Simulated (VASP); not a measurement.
# C (Fd-3m) in VASP: a series of runs

Runs on C. Level: PBE. Tasks: single point.

All numbers are computed with VASP 6.6.1; they aren't measurements. Logs are shortened: lines on timing, memory, paths and dates and some standing lists are left out, and cuts for length are marked.

## Step 1: The cell of the first run

It takes space group Fd-3m (No. 227, cubic). The conventional cell has a = 3.524 Å, b = 3.524 Å, c = 3.524 Å, α = 90.00°, β = 90.00°, γ = 90.00°. Within 2.0 Å of C (site symmetry -43m) lie 4 C at 1.53 Å.

## Step 2: Single point, PBE

INCAR

```
PREC = Accurate
ENCUT = 520
EDIFF = 1E-7
ISMEAR = -1
SIGMA = 0.06122561905347299
LREAL = False
LASPH = True
NELM = 60
ALGO = Normal
ISIF = 2
LWAVE = False
LCHARG = False
GGA = PE
NBANDS = 11
```

KPOINTS

```
Automatic mesh
0
Gamma
  18 18 18
```

POSCAR

```
C
1.0
    0.0000000000      1.7619331103      1.7619331103
    1.7619331103      0.0000000000      1.7619331103
    1.7619331103      1.7619331103      0.0000000000
C
2
Direct
    0.0000000000      0.0000000000      0.0000000000
    0.2500000000      0.2500000000      0.2500000000
```

Potentials or basis: VASP PAW PBE potentials, release 64 (C).

The run is started by

```
$ cat potpaw_PBE.64/C/POTCAR > POTCAR
$ mpirun -np 1 vasp_std > vasp.out
```

OUTCAR:

```text
PREC = Accurate
   ENCUT = 520
   EDIFF = 1E-7
   ISMEAR = -1
   LREAL = False
   LASPH = True
   NELM = 60
   ISIF = 2
   GGA = PE

 ion  position               nearest neighbor table
   1  0.000  0.000  0.000-   2 1.53   2 1.53   2 1.53   2 1.53
   2  0.250  0.250  0.250-   1 1.53   1 1.53   1 1.53   1 1.53

  LATTYP: Found a face centered cubic cell.
 ALAT       =     3.5238662206

  Lattice vectors:

 A1 = (   0.0000000000,   1.7619331103,   1.7619331103)
 A2 = (   1.7619331103,   0.0000000000,   1.7619331103)
 A3 = (   1.7619331103,   1.7619331103,   0.0000000000)

Analysis of symmetry for initial positions (statically):
=====================================================================
 Subroutine PRICEL returns:
 Original cell was already a primitive cell.

 Routine SETGRP: Setting up the symmetry group for a
 face centered cubic supercell.

 Subroutine GETGRP returns: Found 48 space group operations
 (whereof 24 operations were pure point group operations)
 out of a pool of 48 trial point group operations.

The static configuration has the point symmetry T_d .
 The point group associated with its full space group is O_h .

Analysis of symmetry for dynamics (positions and initial velocities):
=====================================================================
 Subroutine PRICEL returns:
 Original cell was already a primitive cell.

 Routine SETGRP: Setting up the symmetry group for a
 face centered cubic supercell.

 Subroutine GETGRP returns: Found 48 space group operations
 (whereof 24 operations were pure point group operations)
 out of a pool of 48 trial point group operations.

The dynamic configuration has the point symmetry T_d .
 The point group associated with its full space group is O_h .

 Subroutine INISYM returns: Found 48 space group operations
 (whereof 24 operations are pure point group operations),
 and found     1 'primitive' translations

----------------------------------------------------------------------------------------

                                     Primitive cell

  volume of cell :      10.9395

  direct lattice vectors                    reciprocal lattice vectors
     0.000000000  1.761933110  1.761933110    -0.283779218  0.283779218  0.283779218
     1.761933110  0.000000000  1.761933110     0.283779218 -0.283779218  0.283779218
     1.761933110  1.761933110  0.000000000     0.283779218  0.283779218 -0.283779218

  length of vectors
     2.491749701  2.491749701  2.491749701     0.491520024  0.491520024  0.491520024

  position of ions in fractional coordinates (direct lattice)
     0.000000000  0.000000000  0.000000000
     0.250000000  0.250000000  0.250000000

  ion indices of the primitive-cell ions
   primitive index   ion index
                 1           1
                 2           2

----------------------------------------------------------------------------------------

 KPOINTS: Automatic mesh

Automatic generation of k-mesh.
 Grid dimensions read from file:
 generate k-points for:   18   18   18

 Generating k-lattice:

  Cartesian coordinates                     Fractional coordinates (reciprocal lattice)
    -0.015765512  0.015765512  0.015765512     0.055555556  0.000000000  0.000000000
     0.015765512 -0.015765512  0.015765512     0.000000000  0.055555556  0.000000000
     0.015765512  0.015765512 -0.015765512     0.000000000  0.000000000  0.055555556

  Length of vectors
     0.027306668  0.027306668  0.027306668

  Shift w.r.t. Gamma in fractional coordinates (k-lattice)
     0.000000000  0.000000000  0.000000000

 Subroutine IBZKPT returns following result:
 ===========================================

 Found    195 irreducible k-points:

 Following reciprocal coordinates:
            Coordinates               Weight
  0.000000  0.000000  0.000000      1.000000
  0.055556  0.000000  0.000000      8.000000
  0.111111  0.000000  0.000000      8.000000
  0.166667  0.000000  0.000000      8.000000
  0.222222  0.000000  0.000000      8.000000
  0.277778  0.000000  0.000000      8.000000
[... 16 lines left out ...]
 -0.277778  0.055556  0.000000     24.000000
 -0.222222  0.055556  0.000000     24.000000
 [... further k-points ...]
   k-points           NKPTS =    195   k-points in BZ     NKDIM =    195   number of bands    NBANDS=     11
   number of dos      NEDOS =    301   number of ions     NIONS =      2
   total plane-waves  NPLWV =   8000
   dimension x,y,z NGX =    20 NGY =   20 NGZ =   20
   dimension x,y,z NGXF=    40 NGYF=   40 NGZF=   40
   ions per type =               2
   NGX,Y,Z   is equivalent  to a cutoff of  13.34, 13.34, 13.34 a.u.
   NGXF,Y,Z  is equivalent  to a cutoff of  26.69, 26.69, 26.69 a.u.
 SYSTEM =  unknown system
   PREC   = accura    normal or accurate (medium, high low for compatibility)
   ISTART =      0    job   : 0-new  1-cont  2-samecut
   ICHARG =      2    charge: 1-file 2-atom 10-const
   ISPIN  =      1    spin polarized calculation?
   LNONCOLLINEAR =      F non collinear calculations
   LSORBIT =      F    spin-orbit coupling
   LASPH  =      T    aspherical Exc in radial PAW
   ENCUT  =  520.0 eV  38.22 Ry    6.18 a.u.   4.63  4.63  4.63*2*pi/ulx,y,z
   NELM   =     60;   NELMIN=  2; NELMDL= -5     # of ELM steps
   EDIFF  = 0.1E-06   stopping-criterion for ELM
   LREAL  =      F    real-space projection
   EDIFFG = 0.1E-05   stopping-criterion for IOM
   NSW    =      0    number of steps for IOM
   IBRION =     -1    ionic relax: 0-MD 1-quasi-New 2-CG
   NFREE  =      0    steps in history (QN), initial steepest desc. (CG)
   ISIF   =      2    stress and relaxation
   ISYM   =      2    0-nonsym 1-usesym 2-fastsym
   POTIM  = 0.5000    time-step for ionic-motion
   TEBEG  =    0.0;   TEEND  =   0.0 temperature during run
   PSTRESS=    0.0 pullay stress
   NELECT =       8.0000    total number of electrons
   NUPDOWN=      -1.0000    fix difference up-down
   EMIN   =  10.00;   EMAX   =-10.00  energy-range for DOS
   EFERMI =   0.00;   METHOD = LEGACY
   ISMEAR =    -1;   SIGMA  =   0.06  broadening in eV -4-tet -1-fermi 0-gaus
   EFERMI_NEDOS =   21; number of points for ismear=-14 and -15
   IALGO  =     38    algorithm
   IMIX   =      4    mixing-type and parameters
     AMIX     =   0.40;   BMIX     =  1.00
     AMIX_MAG =   1.60;   BMIX_MAG =  1.00
  volume/ion in A,a.u.               =       5.47        36.91
  Fermi-wavevector in a.u.,A,eV,Ry     =   1.474932  2.787218 29.598457  2.175425
  Thomas-Fermi vector in A             =   2.589643
   LORBIT       =      0    0 simple, 1 ext, 2 COOP (PROOUT), +10 PAW based schemes
   GGA     = PE    functional components
[... 5 lines left out ...]
 non-spin polarized calculation
  energy-cutoff  :      520.00
  volume of cell :       10.94
 maximum number of plane-waves:       304
   NGX =  9   NGY =  9   NGZ =  9

 number of electron       7.9999999 magnetization

 Free energy of the ion-electron system (eV)
  ---------------------------------------------------
  ext. energy  EPLUGINS =         0.00000000
  ---------------------------------------------------
  free energy    TOTEN  =       -18.15738397 eV

  energy without entropy =      -18.15738397  energy(sigma->0) =      -18.15738397

 E-fermi :  11.4299     XC(G=0): -13.4339

 val. band max:       10.2620981148   @ k =   0.0000   0.0000   0.0000
 cond. band min:      14.4887666599   @ k =   0.3889   0.3889   0.0000
 fundamental gap:      4.2266685451
 Fermi energy:        11.4299002361

 k-point     1 :       0.0000    0.0000    0.0000
  band No.  band energies     occupation
      1     -11.7089      2.00000
      2      10.2621      2.00000
      3      10.2621      2.00000
      4      10.2621      2.00000
      5      15.9527      0.00000
      6      15.9527      0.00000
      7      15.9527      0.00000
      8      24.4359      0.00000
      9      30.0276      0.00000
     10      37.1989      0.00000
     11      37.1989      0.00000

 k-point     2 :       0.0556    0.0000    0.0000
  band No.  band energies     occupation
      1     -11.6214      2.00000
      2       9.6540      2.00000
      3      10.1043      2.00000
      4      10.1043      2.00000
      5      16.1584      0.00000
      6      16.1584      0.00000
      7      16.3345      0.00000
      8      24.4971      0.00000
      9      30.1779      0.00000
     10      35.7723      0.00000
     11      35.7723      0.00000

 k-point     3 :       0.1111    0.0000    0.0000
  band No.  band energies     occupation
      1     -11.3589      2.00000
      2       8.2085      2.00000
      3       9.7049      2.00000
      4       9.7049      2.00000
      5      16.6847      0.00000
      6      16.6847      0.00000
      7      17.1208      0.00000
      8      24.6774      0.00000
      9      30.5679      0.00000
     10      34.3403      0.00000
     11      34.3403      0.00000

 k-point     4 :       0.1667    0.0000    0.0000
  band No.  band energies     occupation
      1     -10.9227      2.00000
      2       6.4026      2.00000
      3       9.1996      2.00000
      4       9.1996      2.00000
      5      17.3445      0.00000
      6      17.3445      0.00000
      7      17.8920      0.00000
      8      24.9615      0.00000
      9      31.0263      0.00000
     10      33.3680      0.00000
     11      33.3680      0.00000
[... 239 lines left out ...]
 k-point    22 :      -0.3333    0.0556    0.0000
  band No.  band energies     occupation
      1      -8.1953      2.00000
      2       0.0995      2.00000
      3       7.1074      2.00000
      4       7.9385      2.00000
      5      18.6537      0.00000
      6      19.0507      0.00000
      7      19.5788      0.00000
      8      25.8808      0.00000
      9      31.7958      0.00000
     10      33.0557      0.00000
     11      35.0616      0.00000

 k-point    23 :      -0.2778    0.0556    0.0000
  band No.  band energies     occupation
      1      -9.1733      2.00000
      2       1.9419      2.00000
      3       7.3585      2.00000
      4       8.3723      2.00000
      5      18.3081      0.00000
      6      18.9835      0.00000
      7      19.2856      0.00000
      8      25.5377      0.00000
      9      31.6651      0.00000
     10      32.1384      0.00000
     11      34.3563      0.00000

 k-point    24 :      -0.2222    0.0556    0.0000
  band No.  band energies     occupation
      1      -9.9995      2.00000
      2       3.8573      2.00000
      3       7.7226      2.00000
      4       8.8667      2.00000
      5      17.8087      0.00000
      6      18.6736      0.00000
      7      18.8854      0.00000
      8      25.2089      0.00000
      9      31.5351      0.00000
     10      31.7766      0.00000
     11      33.8907      0.00000

 [... further k-points ...]
[... 5 lines left out ...]
  --------------------------------------------------------------------------------------
  -------------------------------------------------------------------------------------
  Total        1.3416646      1.3416646      1.3416646      0.0000000      0.0000000      0.0000000
  in kB      196.4971743    196.4971743    196.4971743      0.0000000      0.0000000      0.0000000
  external PRESSURE =     196.4971743 kB  Pullay stress =       0.0000000 kB

 VOLUME and BASIS-vectors are now :
 -----------------------------------------------------------------------------
  energy-cutoff  :      520.00
  volume of cell :       10.94
      direct lattice vectors                 reciprocal lattice vectors
     0.000000000  1.761933110  1.761933110    -0.283779218  0.283779218  0.283779218
     1.761933110  0.000000000  1.761933110     0.283779218 -0.283779218  0.283779218
     1.761933110  1.761933110  0.000000000     0.283779218  0.283779218 -0.283779218

 POSITION                                       TOTAL-FORCE (eV/Angst)
 -----------------------------------------------------------------------------------
      0.00000      0.00000      0.00000         0.000000      0.000000      0.000000
      0.88097      0.88097      0.88097        -0.000000     -0.000000     -0.000000
 -----------------------------------------------------------------------------------
    total drift:                                0.000000      0.000000      0.000000

  FREE ENERGIE OF THE ION-ELECTRON SYSTEM (eV)
  ---------------------------------------------------
  free  energy   TOTEN  =       -18.1573839659 eV

  energy  without entropy=      -18.1573839659  energy(sigma->0) =      -18.15738397
```

Run time: 36 s. Hardware: 1 thread of Intel Xeon 8259CL, shared host; peak memory 0.13 GiB.

Results:

* Free energy: -18.1574 eV
* Pressure: 19.6 GPa
* Band gap on the k mesh: 4.23 eV, indirect (least direct gap 5.69 eV)

A k mesh can miss the band edges. A hybrid or GW would open this gap; PBE tends to underestimate it.

## Step 3: Single point, PBE

This run uses another cell than the first one, of 5.58 Å³/atom, 1.021 times its volume.

Edit INCAR of step 2 so:

```diff
@@ -2,3 +2,3 @@
 ENCUT = 520
-EDIFF = 1E-7
+EDIFF = 1E-6
 ISMEAR = -1
@@ -7,3 +7,3 @@
 LASPH = True
-NELM = 60
+NELM = 100
 ALGO = Normal
```

KPOINTS is that of step 2.

POSCAR

```
C
1.0
    0.0000000000      1.7740847571      1.7740847571
    1.7740847571      0.0000000000      1.7740847571
    1.7740847571      1.7740847571      0.0000000000
C
2
Direct
    0.0000000000      0.0000000000      0.0000000000
    0.2500000000      0.2500000000      0.2500000000
```

Potentials or basis: VASP PAW PBE potentials, release 64 (C).

The run is started by

```
$ cat potpaw_PBE.64/C/POTCAR > POTCAR
$ mpirun -np 1 vasp_std > vasp.out
```

It took 36 s on 1 thread of Intel Xeon 8259CL, shared host; peak memory 0.13 GiB.

Results (log left out):

```yaml
Free_energy: -18.1784 eV
Pressure: 9.6 GPa
Band_gap_on_the_k_mesh: 4.18 eV, indirect (least direct gap 5.63 eV)
```

Levels at points of the mesh, in eV from the valence-band top:
```
           k point  band 2  band 3  band 4  band 5  band 6  band 7
(0.00, 0.00, 0.00)    0.00    0.00    0.00    5.63    5.63    5.63
(0.50, 0.00, 0.00)  -13.55   -2.84   -2.84    8.53    8.53    9.06
(0.50, 0.50, 0.00)  -12.87   -6.39   -6.39    4.79    4.79   17.05
```

A k mesh can miss the band edges. Expect the measured gap to be larger: semilocal functionals such as PBE lack the derivative discontinuity.

## Step 4: Single point, PBE

This run uses another cell than the first one, of 5.70 Å³/atom, 1.042 times its volume.

INCAR

```
PREC     = Accurate       # precision mode
ENCUT    = 520            # plane-wave cutoff, eV
EDIFF    = 1E-7           # SCF threshold, eV
ISMEAR   = -1             # smearing method
SIGMA    = 0.06122561905347299 # smearing width, eV
LREAL    = False          # projectors in reciprocal space
LASPH    = True           # aspherical terms in the spheres
NELM     = 80             # most SCF steps
ALGO     = Normal         # electronic algorithm
ISIF     = 2              # what is computed and relaxed
LWAVE    = False          # write WAVECAR
LCHARG   = True           # write CHGCAR
GGA      = PE             # functional
LELF     = True           # ELF
LVHAR    = True         
NBANDS   = 11             # bands
```

KPOINTS

```
regular mesh
0
Gamma
  18 18 18
```

POSCAR

```
C
1.0
    0.0000000000      1.7860721799      1.7860721799
    1.7860721799      0.0000000000      1.7860721799
    1.7860721799      1.7860721799      0.0000000000
C
2
Direct
    0.0000000000      0.0000000000      0.0000000000
    0.2500000000      0.2500000000      0.2500000000
```

The run is started by

```
$ cat potpaw_PBE.64/C/POTCAR > POTCAR
$ mpirun -np 1 vasp_std > vasp.out
```

Wall time 38 s (1 thread of Intel Xeon 8259CL, shared host); peak memory 0.13 GiB.

The run converged. Its results:

```yaml
Free_energy: -18.1858 eV
Pressure: 0.5 GPa
Band_gap_on_the_k_mesh: 4.14 eV, indirect (least direct gap 5.58 eV)
```

Levels at points of the mesh, in eV from the valence-band top:
| k point | band 1 | band 2 | band 3 | band 4 | band 5 | band 6 | band 7 | band 8 | band 9 |
| --- | --- | --- | --- | --- | --- | --- | --- | --- | --- |
| (0.00, 0.00, 0.00) | -21.42 | 0.00 | 0.00 | 0.00 | 5.58 | 5.58 | 5.58 | 13.23 | 19.24 |
| (0.50, 0.00, 0.00) | -15.67 | -13.32 | -2.79 | -2.79 | 8.44 | 8.44 | 8.79 | 15.66 | 21.83 |
| (0.50, 0.50, 0.00) | -12.73 | -12.73 | -6.27 | -6.27 | 4.75 | 4.75 | 16.74 | 16.74 | 23.15 |

A k mesh can miss the band edges. Expect the measured gap to be larger: semilocal functionals such as PBE lack the derivative discontinuity.

## Step 5: Single point, PBE

This run uses another cell than the first one, of 5.81 Å³/atom, 1.062 times its volume.

INCAR

```
  ALGO = Normal
  EDIFF = 1E-6
  ENCUT = 520
  GGA = PE
  ISIF = 2
  ISMEAR = -1
  LASPH = T
  LCHARG = T
  LELF = T
  LREAL = F
  LVHAR = T
  LWAVE = F
  NBANDS = 11
  NELM = 100
  PREC = Accurate
  SIGMA = 0.06122561905347299
```

KPOINTS

```
k-points
0
Gamma
  18 18 18
```

POSCAR

```
C
1.0
    0.0000000000      1.7979008172      1.7979008172
    1.7979008172      0.0000000000      1.7979008172
    1.7979008172      1.7979008172      0.0000000000
C
2
Direct
    0.0000000000      0.0000000000      0.0000000000
    0.2500000000      0.2500000000      0.2500000000
```

The run is started by

```
$ cat potpaw_PBE.64/C/POTCAR > POTCAR
$ mpirun -np 1 vasp_std > vasp.out
```

Wall time 35 s (1 thread of Intel Xeon 8259CL, shared host); peak memory 0.13 GiB.

Results (log left out):

```
Free energy            : -18.1808 eV
Pressure               : -7.9 GPa
Band gap on the k mesh : 4.10 eV, indirect (least direct gap 5.52 eV)
```

Levels at points of the mesh, in eV from the valence-band top:
```
           k point  band 2  band 3  band 4  band 5  band 6  band 7
(0.00, 0.00, 0.00)    0.00    0.00    0.00    5.52    5.52    5.52
(0.50, 0.00, 0.00)  -13.11   -2.74   -2.74    8.36    8.36    8.52
(0.50, 0.50, 0.00)  -12.59   -6.15   -6.15    4.71    4.71   16.44
```

A k mesh can miss the band edges. As with any semilocal functional, this PBE gap is likely too small.

## Step 6: Summary

```csv
cell,gap on the mesh (eV),pressure (GPa)
"a = 2.492 Å, angles 60.0°, 2 atoms",4.23,19.6
"a = 2.509 Å, angles 60.0°, 2 atoms",4.18,9.6
"a = 2.526 Å, angles 60.0°, 2 atoms",4.14,0.5
"a = 2.543 Å, angles 60.0°, 2 atoms",4.10,-7.9
```

Alike in all rows: task single point; level PBE; potentials or basis VASP PAW PBE potentials, release 64 (C); no spin polarisation; k mesh 18 × 18 × 18; cutoff (eV) 520; smearing fermi-dirac 0.0612256 eV.

Total energies depend on the potentials used, so only differences within one code and one set of settings carry meaning.
